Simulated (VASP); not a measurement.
# WF2 (Fm-3m) in VASP: further runs

WF2 is run at these levels: PBEsol; tasks: single point.

Program: VASP 6.6.1. These are calculated values, not measurements. Logs are shortened: lines on timing, memory, paths and dates and some standing lists are left out, and cuts for length are marked.

### Step 1. The cell of the first run

The structure is cubic, space group Fm-3m (No. 225). The conventional cell has a = 5.622 Å, b = 5.622 Å, c = 5.622 Å, α = 90.00°, β = 90.00°, γ = 90.00°. Within 3.2 Å of W (site symmetry m-3m) lie 8 F at 2.43 Å. Within 3.2 Å of F (site symmetry -43m) lie 4 W at 2.43 Å and 6 F at 2.81 Å.

### Step 2. Single point, PBEsol

INCAR

```
  ALGO = Normal
  EDIFF = 1E-7
  ENCUT = 520
  GGA = PS
  ISIF = 2
  ISMEAR = 0
  LASPH = True
  LCHARG = True
  LELF = True
  LREAL = False
  LVHAR = True
  LWAVE = False
  NBANDS = 21
  NELM = 100
  PREC = Accurate
  SIGMA = 0.1
```

KPOINTS

```
k-points
0
Gamma
  14 14 14
```

POSCAR

```
WF2
1.0
    0.0000000000      2.8110445343      2.8110445343
    2.8110445343      0.0000000000      2.8110445343
    2.8110445343      2.8110445343      0.0000000000
W F
1 2
Direct
    0.0000000000      0.0000000000      0.0000000000
    0.2500000000      0.2500000000      0.2500000000
    0.7500000000      0.7500000000      0.7500000000
```

Potentials or basis: VASP PAW PBE potentials, release 64 (W_sv, F).

On the command line:

```
cat potpaw_PBE.64/W_sv/POTCAR potpaw_PBE.64/F/POTCAR > POTCAR
mpirun -np 1 vasp_std > vasp.out
```

OUTCAR:

```text
EDIFF = 1E-7
   ENCUT = 520
   GGA = PS
   ISIF = 2
   ISMEAR = 0
   LASPH = True
   LREAL = False
   NELM = 100
   PREC = Accurate

 ion  position               nearest neighbor table
   1  0.000  0.000  0.000-   3 2.43   3 2.43   3 2.43   2 2.43   3 2.43   2 2.43   2 2.43   2 2.43

   2  0.250  0.250  0.250-   1 2.43   1 2.43   1 2.43   1 2.43
   3  0.750  0.750  0.750-   1 2.43   1 2.43   1 2.43   1 2.43

  LATTYP: Found a face centered cubic cell.
 ALAT       =     5.6220890686

  Lattice vectors:

 A1 = (   0.0000000000,   2.8110445343,   2.8110445343)
 A2 = (   2.8110445343,   0.0000000000,   2.8110445343)
 A3 = (   2.8110445343,   2.8110445343,   0.0000000000)

Analysis of symmetry for initial positions (statically):
=====================================================================
 Subroutine PRICEL returns:
 Original cell was already a primitive cell.

 Routine SETGRP: Setting up the symmetry group for a
 face centered cubic supercell.

 Subroutine GETGRP returns: Found 48 space group operations
 (whereof 48 operations were pure point group operations)
 out of a pool of 48 trial point group operations.

The static configuration has the point symmetry O_h .

Analysis of symmetry for dynamics (positions and initial velocities):
=====================================================================
 Subroutine PRICEL returns:
 Original cell was already a primitive cell.

 Routine SETGRP: Setting up the symmetry group for a
 face centered cubic supercell.

 Subroutine GETGRP returns: Found 48 space group operations
 (whereof 48 operations were pure point group operations)
 out of a pool of 48 trial point group operations.

The dynamic configuration has the point symmetry O_h .

 Subroutine INISYM returns: Found 48 space group operations
 (whereof 48 operations are pure point group operations),
 and found     1 'primitive' translations

----------------------------------------------------------------------------------------

                                     Primitive cell

  volume of cell :      44.4256

  direct lattice vectors                    reciprocal lattice vectors
     0.000000000  2.811044534  2.811044534    -0.177869825  0.177869825  0.177869825
     2.811044534  0.000000000  2.811044534     0.177869825 -0.177869825  0.177869825
     2.811044534  2.811044534  0.000000000     0.177869825  0.177869825 -0.177869825

  length of vectors
     3.975417305  3.975417305  3.975417305     0.308079574  0.308079574  0.308079574

  position of ions in fractional coordinates (direct lattice)
     0.000000000  0.000000000  0.000000000
     0.250000000  0.250000000  0.250000000
     0.750000000  0.750000000  0.750000000

  ion indices of the primitive-cell ions
   primitive index   ion index
                 1           1
                 2           2
                 3           3

----------------------------------------------------------------------------------------

 KPOINTS: k-points

Automatic generation of k-mesh.
 Grid dimensions read from file:
 generate k-points for:   14   14   14

 Generating k-lattice:

  Cartesian coordinates                     Fractional coordinates (reciprocal lattice)
    -0.012704988  0.012704988  0.012704988     0.071428571  0.000000000  0.000000000
     0.012704988 -0.012704988  0.012704988     0.000000000  0.071428571  0.000000000
     0.012704988  0.012704988 -0.012704988     0.000000000  0.000000000  0.071428571

  Length of vectors
     0.022005684  0.022005684  0.022005684

  Shift w.r.t. Gamma in fractional coordinates (k-lattice)
     0.000000000  0.000000000  0.000000000

 Subroutine IBZKPT returns following result:
 ===========================================

 Found    104 irreducible k-points:

 Following reciprocal coordinates:
            Coordinates               Weight
  0.000000  0.000000  0.000000      1.000000
  0.071429  0.000000  0.000000      8.000000
  0.142857  0.000000  0.000000      8.000000
  0.214286  0.000000  0.000000      8.000000
  0.285714  0.000000  0.000000      8.000000
  0.357143  0.000000  0.000000      8.000000
[... 16 lines left out ...]
  0.214286  0.142857  0.000000     24.000000
  0.285714  0.142857  0.000000     24.000000
 [... further k-points ...]
   k-points           NKPTS =    104   k-points in BZ     NKDIM =    104   number of bands    NBANDS=     21
   number of dos      NEDOS =    301   number of ions     NIONS =      3
   total plane-waves  NPLWV =  27000
   dimension x,y,z NGX =    30 NGY =   30 NGZ =   30
   dimension x,y,z NGXF=    60 NGYF=   60 NGZF=   60
   ions per type =               1   2
   NGX,Y,Z   is equivalent  to a cutoff of  12.55, 12.55, 12.55 a.u.
   NGXF,Y,Z  is equivalent  to a cutoff of  25.09, 25.09, 25.09 a.u.
 SYSTEM =  unknown system
   PREC   = accura    normal or accurate (medium, high low for compatibility)
   ISTART =      0    job   : 0-new  1-cont  2-samecut
   ICHARG =      2    charge: 1-file 2-atom 10-const
   ISPIN  =      1    spin polarized calculation?
   LNONCOLLINEAR =      F non collinear calculations
   LSORBIT =      F    spin-orbit coupling
   LASPH  =      T    aspherical Exc in radial PAW
   ENCUT  =  520.0 eV  38.22 Ry    6.18 a.u.   7.39  7.39  7.39*2*pi/ulx,y,z
   NELM   =    100;   NELMIN=  2; NELMDL= -5     # of ELM steps
   EDIFF  = 0.1E-06   stopping-criterion for ELM
   LREAL  =      F    real-space projection
   EDIFFG = 0.1E-05   stopping-criterion for IOM
   NSW    =      0    number of steps for IOM
   IBRION =     -1    ionic relax: 0-MD 1-quasi-New 2-CG
   NFREE  =      0    steps in history (QN), initial steepest desc. (CG)
   ISIF   =      2    stress and relaxation
   ISYM   =      2    0-nonsym 1-usesym 2-fastsym
   POTIM  = 0.5000    time-step for ionic-motion
   TEBEG  =    0.0;   TEEND  =   0.0 temperature during run
   PSTRESS=    0.0 pullay stress
   NELECT =      28.0000    total number of electrons
   NUPDOWN=      -1.0000    fix difference up-down
   EMIN   =  10.00;   EMAX   =-10.00  energy-range for DOS
   EFERMI =   0.00;   METHOD = LEGACY
   ISMEAR =     0;   SIGMA  =   0.10  broadening in eV -4-tet -1-fermi 0-gaus
   EFERMI_NEDOS =   21; number of points for ismear=-14 and -15
   IALGO  =     38    algorithm
   IMIX   =      4    mixing-type and parameters
     AMIX     =   0.40;   BMIX     =  1.00
     AMIX_MAG =   1.60;   BMIX_MAG =  1.00
  volume/ion in A,a.u.               =      14.81        99.93
  Fermi-wavevector in a.u.,A,eV,Ry     =   1.403621  2.652459 26.805535  1.970151
  Thomas-Fermi vector in A             =   2.526264
   LORBIT       =      0    0 simple, 1 ext, 2 COOP (PROOUT), +10 PAW based schemes
   GGA     = PS    functional components
   LHFCALC =     F    Hartree Fock is set to
   AEXX    =    0.0000 exact exchange contribution
   IVDW    =     0    specifies the selected vdW correction
   LEPSILON=     F    determine dielectric tensor
   LRPA    =     F    only Hartree local field effects (RPA)
 non-spin polarized calculation
 Gauss-broadening in eV      SIGMA  =   0.10
  energy-cutoff  :      520.00
  volume of cell :       44.43
 maximum number of plane-waves:      1243
 NGX is ok and might be reduce to    30
   NGX = 15   NGY = 15   NGZ = 15

 number of electron      28.0000027 magnetization

 Free energy of the ion-electron system (eV)
  ---------------------------------------------------
  ext. energy  EPLUGINS =         0.00000000
  ---------------------------------------------------
  free energy    TOTEN  =       -17.64992616 eV

  energy without entropy =      -17.61670500  energy(sigma->0) =      -17.63331558

 E-fermi :   5.1296     XC(G=0): -10.7273

 val. band max:        5.1293568975   @ k =  -0.4286   0.1429   0.0714
 cond. band min:       5.1314924470   @ k =  -0.4286   0.2857   0.0000
 fundamental gap:      0.0021355495
 Fermi energy:         5.1296434742

 k-point     1 :       0.0000    0.0000    0.0000
  band No.  band energies     occupation
      1     -70.0158      2.00000
      2     -34.1395      2.00000
      3     -34.1395      2.00000
      4     -34.1395      2.00000
      5     -20.8322      2.00000
      6     -20.0661      2.00000
[... 13 lines left out ...]
     20      14.0123      0.00000
     21      14.0123      0.00000

 k-point     2 :       0.0714    0.0000    0.0000
  band No.  band energies     occupation
      1     -70.0158      2.00000
      2     -34.1417      2.00000
      3     -34.1398      2.00000
      4     -34.1398      2.00000
      5     -20.8171      2.00000
      6     -20.0762      2.00000
[... 13 lines left out ...]
     20      14.1014      0.00000
     21      14.1014      0.00000

 k-point     3 :       0.1429    0.0000    0.0000
  band No.  band energies     occupation
      1     -70.0157      2.00000
      2     -34.1479      2.00000
      3     -34.1405      2.00000
      4     -34.1405      2.00000
      5     -20.7748      2.00000
      6     -20.1049      2.00000
[... 13 lines left out ...]
     20      14.3569      0.00000
     21      14.3569      0.00000

 k-point     4 :       0.2143    0.0000    0.0000
  band No.  band energies     occupation
      1     -70.0155      2.00000
      2     -34.1567      2.00000
      3     -34.1416      2.00000
      4     -34.1416      2.00000
      5     -20.7113      2.00000
      6     -20.1486      2.00000
[... 13 lines left out ...]
     20      14.7420      0.00000
     21      14.7420      0.00000

 k-point     5 :       0.2857    0.0000    0.0000
  band No.  band energies     occupation
      1     -70.0154      2.00000
      2     -34.1665      2.00000
      3     -34.1429      2.00000
      4     -34.1428      2.00000
      5     -20.6367      2.00000
      6     -20.2014      2.00000
[... 13 lines left out ...]
     20      15.1915      0.00000
     21      15.1915      0.00000
[... 382 lines left out ...]
     20      14.0751      0.00000
     21      14.3237      0.00000

 k-point    22 :       0.1429    0.1429    0.0000
  band No.  band energies     occupation
      1     -70.0156      2.00000
      2     -34.1485      2.00000
      3     -34.1420      2.00000
      4     -34.1419      2.00000
      5     -20.7565      2.00000
      6     -20.1167      2.00000
[... 13 lines left out ...]
     20      14.1553      0.00000
     21      14.1553      0.00000

 k-point    23 :       0.2143    0.1429    0.0000
  band No.  band energies     occupation
      1     -70.0155      2.00000
      2     -34.1543      2.00000
      3     -34.1432      2.00000
      4     -34.1431      2.00000
      5     -20.7101      2.00000
      6     -20.1478      2.00000
[... 13 lines left out ...]
     20      14.2915      0.00000
     21      14.3823      0.00000

 k-point    24 :       0.2857    0.1429    0.0000
  band No.  band energies     occupation
      1     -70.0154      2.00000
      2     -34.1622      2.00000
      3     -34.1447      2.00000
      4     -34.1445      2.00000
      5     -20.6478      2.00000
      6     -20.1906      2.00000
[... 13 lines left out ...]
     20      14.5529      0.00000
     21      14.7525      0.00000

 [... further k-points ...]
[... 5 lines left out ...]
  --------------------------------------------------------------------------------------
  -------------------------------------------------------------------------------------
  Total       -6.1296756     -6.1296756     -6.1296756      0.0000000      0.0000000      0.0000000
  in kB     -221.0624094   -221.0624094   -221.0624094      0.0000000      0.0000000      0.0000000
  external PRESSURE =    -221.0624094 kB  Pullay stress =       0.0000000 kB

 VOLUME and BASIS-vectors are now :
 -----------------------------------------------------------------------------
  energy-cutoff  :      520.00
  volume of cell :       44.43
      direct lattice vectors                 reciprocal lattice vectors
     0.000000000  2.811044534  2.811044534    -0.177869825  0.177869825  0.177869825
     2.811044534  0.000000000  2.811044534     0.177869825 -0.177869825  0.177869825
     2.811044534  2.811044534  0.000000000     0.177869825  0.177869825 -0.177869825

 POSITION                                       TOTAL-FORCE (eV/Angst)
 -----------------------------------------------------------------------------------
      0.00000      0.00000      0.00000         0.000000      0.000000     -0.000000
      1.40552      1.40552      1.40552        -0.000000     -0.000000      0.000000
      4.21657      4.21657      4.21657         0.000000      0.000000     -0.000000
 -----------------------------------------------------------------------------------
    total drift:                                0.000000     -0.000000      0.000000

  FREE ENERGIE OF THE ION-ELECTRON SYSTEM (eV)
  ---------------------------------------------------
  free  energy   TOTEN  =       -17.6499261557 eV

  energy  without entropy=      -17.6167050000  energy(sigma->0) =      -17.63331558
```

It took 74 s on 1 thread of Intel Xeon Platinum 8259CL at 2.50GHz (Skylake/Cascade Lake), shared host; peak memory 0.23 GiB.

What came out:

```
Free energy            : -17.6499 eV
Pressure               : -22.1 GPa
Band gap on the k mesh : zero (band 14 reaches 5.19 eV, above the bottom of band 15 at 4.65 eV)
```

Levels at points of the mesh, in eV from the Fermi level:
```
           k point  band 12  band 13  band 14  band 15  band 16  band 17
(0.00, 0.00, 0.00)    -6.54    -1.62    -0.48    -0.48     1.65     1.65
(0.50, 0.00, 0.00)    -7.15    -0.24    -0.24    -0.05     1.31     1.31
(0.50, 0.50, 0.00)    -6.25    -0.80    -0.23     0.20     1.03     1.03
```

Caveat: the PAW data sets were made with another functional, which shifts forces and pressure a little; spin-orbit coupling is left out, which moves the levels of the heavy elements.

### Step 3. Single point, PBEsol

This run uses another cell than the first one, of 12.07 Å³/atom, 0.815 times its volume.

INCAR

```
PREC = Accurate
ENCUT = 520
EDIFF = 1E-6
ISMEAR = 0
SIGMA = 0.1
LREAL = F
LASPH = T
NELM = 80
ALGO = Normal
ISIF = 2
LWAVE = F
LCHARG = T
GGA = PS
LELF = T
LVHAR = T
NBANDS = 21
```

KPOINTS

```
regular mesh
0
Gamma
  14 14 14
```

POSCAR

```
WF2
1.0
    0.0000000000      2.6261643228      2.6261643228
    2.6261643228      0.0000000000      2.6261643228
    2.6261643228      2.6261643228      0.0000000000
W F
1 2
Direct
    0.0000000000      0.0000000000      0.0000000000
    0.2500000000      0.2500000000      0.2500000000
    0.7500000000      0.7500000000      0.7500000000
```

Potentials or basis: VASP PAW PBE potentials, release 64 (W_sv, F).

On the command line:

```
cat potpaw_PBE.64/W_sv/POTCAR potpaw_PBE.64/F/POTCAR > POTCAR
mpirun -np 1 vasp_std > vasp.out
```

Wall time 44 s (1 thread of Intel Xeon 6975P-C, shared host); peak memory 0.21 GiB.

It converged, with:

* Free energy: -18.4756 eV
* Pressure: -7.5 GPa
* Band gap on the k mesh: zero (band 14 reaches 7.82 eV, above the bottom of band 15 at 6.92 eV)

Levels at points of the mesh, in eV from the Fermi level:
```csv
k point,band 11,band 12,band 13,band 14,band 15,band 16,band 17,band 18
"(0.00, 0.00, 0.00)",-7.90,-7.90,-1.53,-0.83,-0.83,2.31,2.31,2.31
"(0.50, 0.00, 0.00)",-8.67,-8.67,-0.47,-0.47,0.12,1.79,1.79,3.54
"(0.50, 0.50, 0.00)",-8.25,-7.55,-1.29,-0.18,0.19,1.37,1.37,5.40
```

Caveat: the PAW data sets were made with another functional, which shifts forces and pressure a little; spin-orbit coupling is left out, which moves the levels of the heavy elements.

### Step 4. Single point, PBEsol

This run uses another cell than the first one, of 12.76 Å³/atom, 0.862 times its volume.

Changes to INCAR since step 3:

```diff
@@ -7,3 +7,3 @@
 LASPH = T
-NELM = 80
+NELM = 60
 ALGO = Normal
```

KPOINTS is that of step 3.

POSCAR

```
WF2
1.0
    0.0000000000      2.6748080166      2.6748080166
    2.6748080166      0.0000000000      2.6748080166
    2.6748080166      2.6748080166      0.0000000000
W F
1 2
Direct
    0.0000000000      0.0000000000      0.0000000000
    0.2500000000      0.2500000000      0.2500000000
    0.7500000000      0.7500000000      0.7500000000
```

On the command line:

```
cat potpaw_PBE.64/W_sv/POTCAR potpaw_PBE.64/F/POTCAR > POTCAR
mpirun -np 1 vasp_std > vasp.out
```

Run time: 51 s. Hardware: 1 thread of Intel Xeon 6975P-C, shared host; peak memory 0.21 GiB.

The run converged. Its results:

```yaml
Free_energy: -18.3459 eV
Pressure: -13.3 GPa
Band_gap_on_the_k_mesh: zero (band 14 reaches 7.08 eV, above the bottom of band 15 at 6.28 eV)
```

Levels at points of the mesh, in eV from the Fermi level:
| k point | band 11 | band 12 | band 13 | band 14 | band 15 | band 16 | band 17 | band 18 |
| --- | --- | --- | --- | --- | --- | --- | --- | --- |
| (0.00, 0.00, 0.00) | -7.52 | -7.52 | -1.57 | -0.72 | -0.72 | 2.11 | 2.11 | 2.11 |
| (0.50, 0.00, 0.00) | -8.25 | -8.25 | -0.40 | -0.40 | 0.06 | 1.64 | 1.64 | 3.58 |
| (0.50, 0.50, 0.00) | -7.83 | -7.19 | -1.14 | -0.21 | 0.20 | 1.27 | 1.27 | 4.98 |

Caveat: the PAW data sets were made with another functional, which shifts forces and pressure a little; spin-orbit coupling is left out, which moves the levels of the heavy elements.

[end of part 1 of 2]
